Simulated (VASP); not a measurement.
Input of a VASP 6.6.1 run:

Contents of INCAR:

```
SYSTEM = MgTlF4
ALGO     = Normal         ! electronic algorithm
EDIFF    = 1E-6           ! SCF threshold, eV
ENCUT    = 520            ! plane-wave cutoff, eV
GGA      = PE             ! functional
ISIF     = 2              ! what is computed and relaxed
ISMEAR   = 0              ! smearing method
LASPH    = .True.         ! aspherical terms in the spheres
LCHARG   = .False.        ! write CHGCAR
LREAL    = .False.        ! projectors in reciprocal space
LWAVE    = .False.        ! write WAVECAR
NBANDS   = 30             ! bands
NELM     = 100            ! most SCF steps
PREC     = Accurate       ! precision mode
SIGMA    = 0.1            ! smearing width, eV
```

The input KPOINTS:

```
k-points
0
Gamma
  6 6 4
  0 0 0
```

The input POSCAR:

```
MgTlF4
1.0
    3.8360803020      0.0000000000      0.0000000000
   -1.9180401510      3.3221429925      0.0000000000
    0.0000000000      0.0000000000      6.5995890556
Mg Tl F
1 1 4
Direct
    0.0000000000      0.0000000000      0.0000000000
    0.0000000000      0.0000000000      0.5000000000
    0.3333333333      0.6666666667      0.1894061498
    0.3333333333      0.6666666667      0.8105938502
    0.6666666667      0.3333333333      0.1894061498
    0.6666666667      0.3333333333      0.8105938502
```

Potentials or basis: VASP PAW PBE potentials, release 64 (Mg, Tl_d, F).

Run with:

```sh
$ cat potpaw_PBE.64/Mg/POTCAR potpaw_PBE.64/Tl_d/POTCAR potpaw_PBE.64/F/POTCAR > POTCAR
$ mpirun -np 1 vasp_std > vasp.out
```

(1) What does it give for the pressure?

(2) What does it give for the largest force?

Answers

(1) -0.4 GPa.

(2) 0.010 eV/Å.

Caveat: an odd number of electrons without spin polarisation forces a metal; a magnetic or distorted state may lie lower.
